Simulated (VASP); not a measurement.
# IrPt2 (P-3m1) in VASP: notebook, part 2 of 2

VASP 6.6.1. The steps go on from the part before.

### Step 4. Single point, PBE

The input, INCAR:

```
PREC = Accurate ; ENCUT = 500
EDIFF = 1E-6 ; ISMEAR = 0
SIGMA = 0.2 ; LREAL = F
LASPH = T ; NELM = 120
ALGO = Normal ; ISIF = 2
LWAVE = F ; LCHARG = T
GGA = PE ; LELF = T
LVHAR = T ; NBANDS = 38
GGA_COMPAT = F
```

The input, KPOINTS:

```
Automatic mesh
0
Gamma
  7 7 2
```

The input, POSCAR:

```
IrPt2
1.0
    2.7788474531      0.0000000000      0.0000000000
   -1.3894237265      2.4065524876      0.0000000000
    0.0000000000      0.0000000000     13.7244866409
Ir Pt
2 4
Direct
    0.3333333333      0.6666666667      0.9215503650
    0.6666666667      0.3333333333      0.0784496350
    0.0000000000      0.0000000000      0.2434683729
    0.3333333333      0.6666666667      0.4143192739
    0.6666666667      0.3333333333      0.5856807261
    0.0000000000      0.0000000000      0.7565316271
```

Potentials or basis: VASP PAW PBE potentials, release 64 (Ir, Pt).

The run is started by

```
$ cat potpaw_PBE.64/Ir/POTCAR potpaw_PBE.64/Pt/POTCAR > POTCAR
$ mpirun -np 1 vasp_std > vasp.out
```

OUTCAR:

```text
PREC = Accurate
   ENCUT = 500
   EDIFF = 1E-6
   ISMEAR = 0
   LREAL = F
   LASPH = T
   NELM = 120
   ISIF = 2
   GGA = PE

 ion  position               nearest neighbor table
   1  0.333  0.667  0.922-   2 2.69   2 2.69   2 2.69   6 2.78   6 2.78   6 2.78
   2  0.667  0.333  0.078-   1 2.69   1 2.69   1 2.69   3 2.78   3 2.78   3 2.78
   3  0.000  0.000  0.243-   2 2.78   2 2.78   2 2.78   4 2.84   4 2.84   4 2.84
   4  0.333  0.667  0.414-   3 2.84   3 2.84   3 2.84   5 2.85   5 2.85   5 2.85
   5  0.667  0.333  0.586-   6 2.84   6 2.84   6 2.84   4 2.85   4 2.85   4 2.85
   6  0.000  0.000  0.757-   1 2.78   1 2.78   1 2.78   5 2.84   5 2.84   5 2.84

  LATTYP: Found a hexagonal cell.
 ALAT       =     2.7788474531
 C/A-ratio  =     4.9389132986

  Lattice vectors:

 A1 = (   2.7788474531,   0.0000000000,   0.0000000000)
 A2 = (  -1.3894237265,   2.4065524876,   0.0000000000)
 A3 = (   0.0000000000,   0.0000000000,  13.7244866409)

Analysis of symmetry for initial positions (statically):
=====================================================================
 Subroutine PRICEL returns:
 Original cell was already a primitive cell.
[... 173 lines left out ...]
 fundamental gap:      0.0375294461
 Fermi energy:        10.4128005154

 k-point     1 :       0.0000    0.0000    0.0000
  band No.  band energies     occupation
      1       0.1261      2.00000
      2       1.2854      2.00000
      3       1.2882      2.00000
      4       2.8160      2.00000
      5       2.9038      2.00000
      6       3.1822      2.00000
[... 645 lines left out ...]
     37      16.4220      0.00000
     38      16.4829      0.00000

------------------------ aborting loop because EDIFF is reached ----------------------------------------

  FORCE on cell =-STRESS in cart. coord.  units (eV):
  Direction    XX          YY          ZZ          XY          YZ          ZX
  --------------------------------------------------------------------------------------
  -------------------------------------------------------------------------------------
  Total       -0.4887595     -0.4887595      0.0393266     -0.0000000      0.0000000     -0.0000000
  in kB       -8.5319755     -8.5319755      0.6864998     -0.0000000      0.0000000     -0.0000000
  external PRESSURE =      -5.4591504 kB  Pullay stress =       0.0000000 kB

 VOLUME and BASIS-vectors are now :
 -----------------------------------------------------------------------------
  energy-cutoff  :      500.00
  volume of cell :       91.78
      direct lattice vectors                 reciprocal lattice vectors
     2.778847453  0.000000000  0.000000000     0.359861423  0.207766090  0.000000000
    -1.389423727  2.406552488  0.000000000     0.000000000  0.415532179  0.000000000
     0.000000000  0.000000000 13.724486641     0.000000000  0.000000000  0.072862470

 POSITION                                       TOTAL-FORCE (eV/Angst)
 -----------------------------------------------------------------------------------
     -0.00000      1.60437     12.64781        -0.000000     -0.000000     -0.017774
      1.38942      0.80218      1.07668         0.000000      0.000000      0.017774
      0.00000      0.00000      3.34148         0.000000      0.000000      0.054277
     -0.00000      1.60437      5.68632         0.000000     -0.000000     -0.004938
      1.38942      0.80218      8.03817         0.000000     -0.000000      0.004938
      0.00000      0.00000     10.38301         0.000000     -0.000000     -0.054277
 -----------------------------------------------------------------------------------
    total drift:                                0.000000     -0.000000     -0.000000

  FREE ENERGIE OF THE ION-ELECTRON SYSTEM (eV)
  ---------------------------------------------------
  free  energy   TOTEN  =       -42.0790420804 eV

  energy  without entropy=      -41.8941896142  energy(sigma->0) =      -41.98661585
```

OSZICAR:

```text
N       E                     dE             d eps       ncg     rms          rms(c)
DAV:   1     0.462607081034E+03    0.46261E+03   -0.27378E+04  1216   0.145E+03
DAV:   2    -0.185686593323E+02   -0.48118E+03   -0.45237E+03  1260   0.370E+02
DAV:   3    -0.440537269426E+02   -0.25485E+02   -0.23361E+02  1416   0.889E+01
[... 12 lines left out ...]
DAV:  16    -0.420790732670E+02    0.13401E-03   -0.22256E-04  1380   0.861E-02    0.651E-02
DAV:  17    -0.420790441397E+02    0.29127E-04   -0.18346E-04  1722   0.787E-02    0.243E-02
DAV:  18    -0.420790439465E+02    0.19319E-06   -0.42576E-05  1372   0.382E-02    0.197E-02
DAV:  19    -0.420790422781E+02    0.16684E-05   -0.12214E-05   880   0.200E-02    0.429E-03
DAV:  20    -0.420790420804E+02    0.19776E-06   -0.54723E-07   650   0.573E-03
   1 F= -.42079042E+02 E0= -.41986616E+02  d E =-.184852E+00
```

Wall time 1.9 min (1 thread of Intel Xeon Platinum 8375C at 2.90GHz (Ice Lake), shared host); peak memory 0.21 GiB.

Results:

- Free energy: -42.0790 eV
- Pressure: -0.5 GPa
- Largest force: 0.054 eV/Å
- Band gap on the k mesh: zero (bands 29 and 30 overlap by 1.84 eV)

Forces on the atoms (eV/Å):
```
Ir   0.000  0.000 -0.018
Ir   0.000  0.000  0.018
Pt   0.000  0.000  0.054
Pt   0.000  0.000 -0.005
Pt   0.000  0.000  0.005
Pt   0.000  0.000 -0.054
```

Stress tensor (GPa, compression positive):
```
-0.85  0.00  0.00
 0.00 -0.85  0.00
 0.00  0.00  0.07
```

Caveat: the k points lie up to 0.37 Å⁻¹ apart, too coarse for converged energies and pressures of a metal; spin-orbit coupling is left out, which moves the levels of the heavy elements.

### Step 5. Relaxation of cell and atoms, PBE, collinear spin

This run uses another cell than the first one: it holds 3 atoms, not 6.

The input, INCAR:

```
PREC = Accurate
ENCUT = 500
EDIFF = 1E-7
ISMEAR = 0
SIGMA = 0.1
LREAL = False
LASPH = True
NELM = 200
ALGO = Normal
ISIF = 3
LWAVE = False
LCHARG = False
ISPIN = 2
MAGMOM = 0.43 0.13 0.13
LORBIT = 11
LMAXMIX = 4
GGA = PE
IBRION = 2
NSW = 100
EDIFFG = -0.01
GGA_COMPAT = False
NELMIN = 4
```

The input, KPOINTS:

```
regular mesh
0
Gamma
  12 12 6
```

The input, POSCAR:

```
IrPt2
1.0
    2.7860985932      0.0000000000      0.0000000000
   -1.3930492966      2.4128321592      0.0000000000
    0.0000000000      0.0000000000      6.8015048904
Ir Pt
1 2
Direct
    0.0000000000      0.0000000000      0.0000000000
    0.3333333333      0.6666666667      0.3286635273
    0.6666666667      0.3333333333      0.6713364727
```

The run is started by

```
$ cat potpaw_PBE.64/Ir/POTCAR potpaw_PBE.64/Pt/POTCAR > POTCAR
$ mpirun -np 1 vasp_std > vasp.out
```

Wall time 2.8 min (1 thread of Intel Xeon 6975P-C (Granite Rapids), shared host); peak memory 0.26 GiB.

It converged, with:

| Quantity | Value |
| --- | --- |
| Free energy | -20.8782 eV |
| Energy gained by relaxing | 0.5 meV/atom |
| Ionic steps | 5 |
| Pressure after relaxing | 0.1 GPa |
| Largest force after relaxing | 0.004 eV/Å |
| Net moment | 0.00 μB per cell |
| Valence electrons inside the program's atomic spheres | Ir 8.16; Pt 9.28 |

Forces in eV/Å, atoms in the order of the input:
```
Ir   0.000  0.000  0.000
Pt   0.000  0.000  0.004
Pt   0.000  0.000 -0.004
```

Step by step:
```csv
step,energy change (eV),largest force (eV/Å),pressure (GPa),volume (Å³)
1,0.0000,0.0185,0.02,45.72
2,-0.0015,0.0146,-0.03,45.74
3,-0.0015,0.0135,-0.03,45.74
4,-0.0015,0.0128,-0.03,45.74
5,-0.0015,0.0036,0.06,45.72
```

Final structure:
```
Ir Pt
1.0
     2.79375    0.00000    0.00000
    -1.39688    2.41946    0.00000
     0.00000    0.00000    6.76391
Ir Pt
1 2
Direct
  0.00000 0.00000 0.00000
  0.33333 0.66667 0.32863
  0.66667 0.33333 0.67137
```

Levels at points of the mesh, in eV from the Fermi level:
Spin up:
| k point | band 12 | band 13 | band 14 | band 15 | band 16 | band 17 | band 18 |
| --- | --- | --- | --- | --- | --- | --- | --- |
| (0.00, 0.00, 0.00) | -3.04 | -1.48 | -1.48 | -1.10 | -1.10 | -0.23 | -0.23 |
| (0.50, 0.00, 0.00) | -0.03 | 0.49 | 0.63 | 1.10 | 1.72 | 2.33 | 2.86 |
| (0.00, 0.00, 0.50) | -1.90 | -1.90 | -1.44 | -1.44 | -0.42 | 0.36 | 0.36 |
| (0.50, 0.00, 0.50) | -0.54 | -0.06 | 0.06 | 0.22 | 1.05 | 2.92 | 3.33 |
Spin down:
```csv
k point,band 13,band 14,band 15,band 16,band 17,band 18
"(0.00, 0.00, 0.00)",-1.48,-1.48,-1.10,-1.10,-0.23,-0.23
"(0.50, 0.00, 0.00)",0.49,0.63,1.10,1.72,2.33,2.86
"(0.00, 0.00, 0.50)",-1.90,-1.44,-1.44,-0.42,0.36,0.36
"(0.50, 0.00, 0.50)",-0.06,0.06,0.22,1.05,2.92,3.33
```

Caveat: the highest band is partly filled, so the run has too few bands; spin-orbit coupling is left out, which moves the levels of the heavy elements.

### Step 6. Summary

| task | spin | cell | k mesh | smearing | gap on the mesh (eV) | pressure (GPa) | relaxed volume (Å³/atom) | largest force (eV/Å) |
| --- | --- | --- | --- | --- | --- | --- | --- | --- |
| single point | off | a = 2.779, b = 2.779, c = 13.724 Å, angles 90.0, 90.0, 120.0°, 6 atoms, atomic positions A | 6 × 6 × 2 | gaussian 0.1 eV | none | -1.9 | - | 0.26 |
| relaxation of cell and atoms | off | relaxed from a = 3.313, b = 3.313, c = 4.207 Å, angles 90.0, 90.0, 120.0°, 3 atoms, atomic positions B | 7 × 7 × 5 | gaussian 0.2 eV | none | 0.1 | 17.82 | 0.01 |
| single point | off | a = 2.779, b = 2.779, c = 13.724 Å, angles 90.0, 90.0, 120.0°, 6 atoms, atomic positions A | 7 × 7 × 2 | gaussian 0.2 eV | none | -0.5 | - | 0.05 |
| relaxation of cell and atoms | collinear | relaxed from a = 2.786, b = 2.786, c = 6.802 Å, angles 90.0, 90.0, 120.0°, 3 atoms, atomic positions C | 12 × 12 × 6 | gaussian 0.1 eV | - | 0.1 | 15.24 | - |

Alike in all rows: level PBE; potentials or basis VASP PAW PBE potentials, release 64 (Ir, Pt); cutoff (eV) 500.

Caveats: some runs use coarse meshes; spin-orbit coupling is left out, which moves the levels of the heavy elements; the volume moved by over 15 % at a fixed basis, so the end points are rough (at least some runs); the highest band is partly filled, so the run has too few bands (at least some runs).

Total energies depend on the potentials used, so only differences within one code and one set of settings carry meaning.
